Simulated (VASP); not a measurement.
# NaCl (Fm-3m) in VASP: relaxation of cell and atoms with LDA

Aim: the relaxation of cell and atoms of NaCl with LDA.

Everything below comes from runs of VASP 6.6.1. Logs are shortened: lines on timing, memory, paths and dates and some standing lists are left out, and cuts for length are marked.

## 1. The cell of the first run

The structure is cubic, space group Fm-3m (No. 225). Conventional cell: a = 5.620 Å, b = 5.620 Å, c = 5.620 Å, α = 90.00°, β = 90.00°, γ = 90.00°. Na (site symmetry m-3m) has 6 Cl at 2.81 Å within 3.7 Å. Cl (site symmetry m-3m) has 6 Na at 2.81 Å within 3.7 Å.

## 2. Relaxation of cell and atoms, LDA

File INCAR:

```
PREC = Accurate ; ENCUT = 600
EDIFF = 1E-7 ; ISMEAR = -1
SIGMA = 0.1 ; LREAL = False
LASPH = True ; NELM = 80
ALGO = Normal ; ISIF = 3
LWAVE = False ; LCHARG = False
IBRION = 2 ; NSW = 100
EDIFFG = -0.002
```

File KPOINTS:

```
Automatic mesh
0
Gamma
  14 14 14
```

File POSCAR:

```
NaCl
1.0
    0.0000000000      2.8100000000      2.8100000000
    2.8100000000      0.0000000000      2.8100000000
    2.8100000000      2.8100000000      0.0000000000
Na Cl
1 1
Direct
    0.0000000000      0.0000000000      0.0000000000
    0.5000000000      0.5000000000      0.5000000000
```

Potentials or basis: VASP PAW LDA potentials, release 64 (Na_pv, Cl).

Run with:

```
cat potpaw_LDA.64/Na_pv/POTCAR potpaw_LDA.64/Cl/POTCAR > POTCAR
mpirun -np 1 vasp_std > vasp.out
```

OUTCAR:

```text
PREC = Accurate
   ENCUT = 600
   EDIFF = 1E-7
   ISMEAR = -1
   LREAL = False
   LASPH = True
   NELM = 80
   ISIF = 3
   IBRION = 2
   NSW = 100
   EDIFFG = -0.002

 ion  position               nearest neighbor table
   1  0.000  0.000  0.000-
   2  0.500  0.500  0.500-

  LATTYP: Found a face centered cubic cell.
 ALAT       =     5.6200000000

  Lattice vectors:

 A1 = (   0.0000000000,   2.8100000000,   2.8100000000)
 A2 = (   2.8100000000,   0.0000000000,   2.8100000000)
 A3 = (   2.8100000000,   2.8100000000,   0.0000000000)

Analysis of symmetry for initial positions (statically):
=====================================================================
 Subroutine PRICEL returns:
 Original cell was already a primitive cell.

 Routine SETGRP: Setting up the symmetry group for a
 face centered cubic supercell.

 Subroutine GETGRP returns: Found 48 space group operations
 (whereof 48 operations were pure point group operations)
 out of a pool of 48 trial point group operations.

The static configuration has the point symmetry O_h .

Analysis of symmetry for dynamics (positions and initial velocities):
=====================================================================
 Subroutine PRICEL returns:
 Original cell was already a primitive cell.

 Routine SETGRP: Setting up the symmetry group for a
 face centered cubic supercell.

 Subroutine GETGRP returns: Found 48 space group operations
 (whereof 48 operations were pure point group operations)
 out of a pool of 48 trial point group operations.

The dynamic configuration has the point symmetry O_h .

 Subroutine INISYM returns: Found 48 space group operations
 (whereof 48 operations are pure point group operations),
 and found     1 'primitive' translations

----------------------------------------------------------------------------------------

                                     Primitive cell

  volume of cell :      44.3761

  direct lattice vectors                    reciprocal lattice vectors
     0.000000000  2.810000000  2.810000000    -0.177935943  0.177935943  0.177935943
     2.810000000  0.000000000  2.810000000     0.177935943 -0.177935943  0.177935943
     2.810000000  2.810000000  0.000000000     0.177935943  0.177935943 -0.177935943

  length of vectors
     3.973940110  3.973940110  3.973940110     0.308194094  0.308194094  0.308194094

  position of ions in fractional coordinates (direct lattice)
     0.000000000  0.000000000  0.000000000
     0.500000000  0.500000000  0.500000000

  ion indices of the primitive-cell ions
   primitive index   ion index
                 1           1
                 2           2

----------------------------------------------------------------------------------------

 KPOINTS: Automatic mesh

Automatic generation of k-mesh.
 Grid dimensions read from file:
 generate k-points for:   14   14   14

 Generating k-lattice:

  Cartesian coordinates                     Fractional coordinates (reciprocal lattice)
    -0.012709710  0.012709710  0.012709710     0.071428571  0.000000000  0.000000000
     0.012709710 -0.012709710  0.012709710     0.000000000  0.071428571  0.000000000
     0.012709710  0.012709710 -0.012709710     0.000000000  0.000000000  0.071428571

  Length of vectors
     0.022013864  0.022013864  0.022013864

  Shift w.r.t. Gamma in fractional coordinates (k-lattice)
     0.000000000  0.000000000  0.000000000

 Subroutine IBZKPT returns following result:
 ===========================================

 Found    104 irreducible k-points:

 Following reciprocal coordinates:
            Coordinates               Weight
  0.000000  0.000000  0.000000      1.000000
  0.071429  0.000000  0.000000      8.000000
  0.142857  0.000000  0.000000      8.000000
  0.214286  0.000000  0.000000      8.000000
  0.285714  0.000000  0.000000      8.000000
  0.357143  0.000000  0.000000      8.000000
[... 16 lines left out ...]
  0.214286  0.142857  0.000000     24.000000
  0.285714  0.142857  0.000000     24.000000
 [... further k-points ...]
   k-points           NKPTS =    104   k-points in BZ     NKDIM =    104   number of bands    NBANDS=     11
   number of dos      NEDOS =    301   number of ions     NIONS =      2
   total plane-waves  NPLWV =  32768
   dimension x,y,z NGX =    32 NGY =   32 NGZ =   32
   dimension x,y,z NGXF=    64 NGYF=   64 NGZF=   64
   ions per type =               1   1
   NGX,Y,Z   is equivalent  to a cutoff of  13.39, 13.39, 13.39 a.u.
   NGXF,Y,Z  is equivalent  to a cutoff of  26.77, 26.77, 26.77 a.u.
 SYSTEM =  unknown system
   PREC   = accura    normal or accurate (medium, high low for compatibility)
   ISTART =      0    job   : 0-new  1-cont  2-samecut
   ICHARG =      2    charge: 1-file 2-atom 10-const
   ISPIN  =      1    spin polarized calculation?
   LNONCOLLINEAR =      F non collinear calculations
   LSORBIT =      F    spin-orbit coupling
   LASPH  =      T    aspherical Exc in radial PAW
   ENCUT  =  600.0 eV  44.10 Ry    6.64 a.u.   7.94  7.94  7.94*2*pi/ulx,y,z
   NELM   =     80;   NELMIN=  2; NELMDL= -5     # of ELM steps
   EDIFF  = 0.1E-06   stopping-criterion for ELM
   LREAL  =      F    real-space projection
   EDIFFG = -.2E-02   stopping-criterion for IOM
   NSW    =    100    number of steps for IOM
   IBRION =      2    ionic relax: 0-MD 1-quasi-New 2-CG
   NFREE  =      1    steps in history (QN), initial steepest desc. (CG)
   ISIF   =      3    stress and relaxation
   ISYM   =      2    0-nonsym 1-usesym 2-fastsym
   POTIM  = 0.5000    time-step for ionic-motion
   TEBEG  =    0.0;   TEEND  =   0.0 temperature during run
   PSTRESS=    0.0 pullay stress
   NELECT =      14.0000    total number of electrons
   NUPDOWN=      -1.0000    fix difference up-down
   EMIN   =  10.00;   EMAX   =-10.00  energy-range for DOS
   EFERMI =   0.00;   METHOD = LEGACY
   ISMEAR =    -1;   SIGMA  =   0.10  broadening in eV -4-tet -1-fermi 0-gaus
   EFERMI_NEDOS =   21; number of points for ismear=-14 and -15
   IALGO  =     38    algorithm
   IMIX   =      4    mixing-type and parameters
     AMIX     =   0.40;   BMIX     =  1.00
     AMIX_MAG =   1.60;   BMIX_MAG =  1.00
  volume/ion in A,a.u.               =      22.19       149.73
  Fermi-wavevector in a.u.,A,eV,Ry     =   1.114469  2.106040 16.898985  1.242040
  Thomas-Fermi vector in A             =   2.251064
   LORBIT       =      0    0 simple, 1 ext, 2 COOP (PROOUT), +10 PAW based schemes
   GGA     = CA    functional components
   LHFCALC =     F    Hartree Fock is set to
   AEXX    =    0.0000 exact exchange contribution
   IVDW    =     0    specifies the selected vdW correction
   LEPSILON=     F    determine dielectric tensor
   LRPA    =     F    only Hartree local field effects (RPA)
 conjugate gradient relaxation of ions
 non-spin polarized calculation
  energy-cutoff  :      600.00
  volume of cell :       44.38
 maximum number of plane-waves:      1496
   NGX = 15   NGY = 15   NGZ = 15

--------------------------------------- Ionic step        1  -------------------------------------------

 number of electron      14.0000000 magnetization

 Free energy of the ion-electron system (eV)
  ---------------------------------------------------
  ext. energy  EPLUGINS =         0.00000000
  ---------------------------------------------------
  free energy    TOTEN  =        -7.36326980 eV

  energy without entropy =       -7.36326980  energy(sigma->0) =       -7.36326980

------------------------ aborting loop because EDIFF is reached ----------------------------------------

  FORCE on cell =-STRESS in cart. coord.  units (eV):
  Direction    XX          YY          ZZ          XY          YZ          ZX
  --------------------------------------------------------------------------------------
  -------------------------------------------------------------------------------------
  Total       -0.6089830     -0.6089830     -0.6089830      0.0000000      0.0000000      0.0000000
  in kB      -21.9870398    -21.9870398    -21.9870398      0.0000000      0.0000000      0.0000000
  external PRESSURE =     -21.9870398 kB  Pullay stress =       0.0000000 kB
[... 93 lines left out ...]
  energy  without entropy=       -7.3896782116  energy(sigma->0) =       -7.38967821

--------------------------------------- Ionic step        4  -------------------------------------------

 number of electron      14.0000003 magnetization

 Free energy of the ion-electron system (eV)
  ---------------------------------------------------
  ext. energy  EPLUGINS =         0.00000000
  ---------------------------------------------------
  free energy    TOTEN  =        -7.38971415 eV

  energy without entropy =       -7.38971415  energy(sigma->0) =       -7.38971415

 E-fermi :   1.7560     XC(G=0):  -9.1353

 val. band max:       -0.3617431771   @ k =   0.0000   0.0000   0.0000
 cond. band min:       4.7170304185   @ k =   0.0000   0.0000   0.0000
 fundamental gap:      5.0787735956
 Fermi energy:         1.7560220345

 k-point     1 :       0.0000    0.0000    0.0000
  band No.  band energies     occupation
      1     -20.9896      2.00000
      2     -20.9896      2.00000
      3     -20.9896      2.00000
      4     -13.1837      2.00000
      5      -0.3617      2.00000
      6      -0.3617      2.00000
      7      -0.3617      2.00000
      8       4.7170      0.00000
      9      10.5674      0.00000
     10      10.5674      0.00000
     11      10.5674      0.00000
[... 309 lines left out ...]
 k-point    24 :       0.2857    0.1429    0.0000
  band No.  band energies     occupation
      1     -21.0127      2.00000
      2     -20.9942      2.00000
      3     -20.9934      2.00000
      4     -12.9248      2.00000
      5      -1.6841      2.00000
      6      -0.6774      2.00000
      7      -0.6670      2.00000
      8       6.6572      0.00000
      9       8.9487      0.00000
     10      10.5956      0.00000
     11      11.4548      0.00000

 [... further k-points ...]

------------------------ aborting loop because EDIFF is reached ----------------------------------------

  FORCE on cell =-STRESS in cart. coord.  units (eV):
  Direction    XX          YY          ZZ          XY          YZ          ZX
  --------------------------------------------------------------------------------------
  -------------------------------------------------------------------------------------
  Total        0.0031087      0.0031087      0.0031087      0.0000000      0.0000000      0.0000000
  in kB        0.1220357      0.1220357      0.1220357      0.0000000      0.0000000      0.0000000
  external PRESSURE =       0.1220357 kB  Pullay stress =       0.0000000 kB
[... 17 lines left out ...]
  FREE ENERGIE OF THE ION-ELECTRON SYSTEM (eV)
  ---------------------------------------------------
  free  energy   TOTEN  =        -7.3897141545 eV

  energy  without entropy=       -7.3897141543  energy(sigma->0) =       -7.38971415

 reached required accuracy - stopping structural energy minimisation
```

Wall time 2.2 min (1 thread of AMD EPYC 9R45 (Zen 5), shared host); peak memory 0.16 GiB.

What came out:

```
Free energy                           : -7.3897 eV
Relaxed volume                        : 20.41 Å³/atom
Relaxed cell                          : a = 3.865 Å, b = 3.865 Å, c = 3.865 Å, α = 60.00°, β = 60.00°, γ = 60.00°
Space group after relaxing (to 0.1 Å) : Fm-3m (No. 225)
Energy gained by relaxing             : 13.2 meV/atom
Ionic steps                           : 4
Pressure after relaxing               : 0.0 GPa
Band gap on the k mesh                : 5.08 eV
```

Step by step:
```
step  energy change (eV)  largest force (eV/Å)  pressure (GPa)  volume (Å³)
   1              0.0000                0.0000           -2.20        44.38
   2             -0.0204                0.0000           -1.15        42.45
   3             -0.0264                0.0000           -0.10        40.94
   4             -0.0264                0.0000            0.01        40.81
```

Final structure:
```xyz
2
Lattice="0.0000 2.7327 2.7327 2.7327 0.0000 2.7327 2.7327 2.7327 0.0000" Properties=species:S:1:pos:R:3 pbc="T T T"
Na    0.0000    2.7327    2.7327
Cl    2.7327    2.7327    2.7327
```

A k mesh can miss the band edges. LDA usually gives volumes a few per cent too small.
